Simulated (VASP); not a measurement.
A run of VASP 6.6.1:

INCAR

```
SYSTEM = TiO2
PREC = Accurate
ENCUT = 520
EDIFF = 1E-6
ISMEAR = -1
SIGMA = 0.05
LREAL = .FALSE.
LASPH = .TRUE.
NELM = 150
ALGO = Normal
ISIF = 2
LWAVE = .FALSE.
LCHARG = .FALSE.
LMAXMIX = 4
LDAU = .TRUE.
LDAUTYPE = 2
LDAUL = 2 -1
LDAUU = 2 0
LDAUJ = 0 0
LDAUPRINT = 1
GGA = PE
NBANDS = 60
```

File KPOINTS:

```
regular mesh
0
G
  6 5 6
  0 0 0
```

Contents of POSCAR:

```
TiO2
1.0
    4.5453495500      0.0000000000      0.0000000000
    0.0000000000      5.5196194400      0.0000000000
    0.0000000000      0.0000000000      4.9091968600
Ti O
4 8
Direct
    0.0000000000      0.1729909300      0.7500000000
    0.5000000000      0.3270090700      0.2500000000
    0.0000000000      0.8270090700      0.2500000000
    0.5000000000      0.6729909300      0.7500000000
    0.2714506200      0.3817246400      0.9186490800
    0.7714506200      0.1182753600      0.0813509200
    0.2285493800      0.1182753600      0.4186490800
    0.7285493800      0.3817246400      0.5813509200
    0.2714506200      0.6182753600      0.4186490800
    0.7714506200      0.8817246400      0.5813509200
    0.2285493800      0.8817246400      0.9186490800
    0.7285493800      0.6182753600      0.0813509200
```

Potentials or basis: VASP PAW PBE potentials, release 64 (Ti_sv, O).

Run with:

```bash
$ cat potpaw_PBE.64/Ti_sv/POTCAR potpaw_PBE.64/O/POTCAR > POTCAR
$ mpirun -np 1 vasp_std > vasp.out
```

Hardware: 1 thread of Intel(R) Xeon(R) Platinum 8488C (Sapphire Rapids), with other jobs on the host.

**Question.** Estimate the wall time of this run.

**Answer.** It took 5.6 min on 1 thread of Intel(R) Xeon(R) Platinum 8488C (Sapphire Rapids), on a shared host, peak memory 0.39 GiB. Counts: scf iterations 16, k points 48.
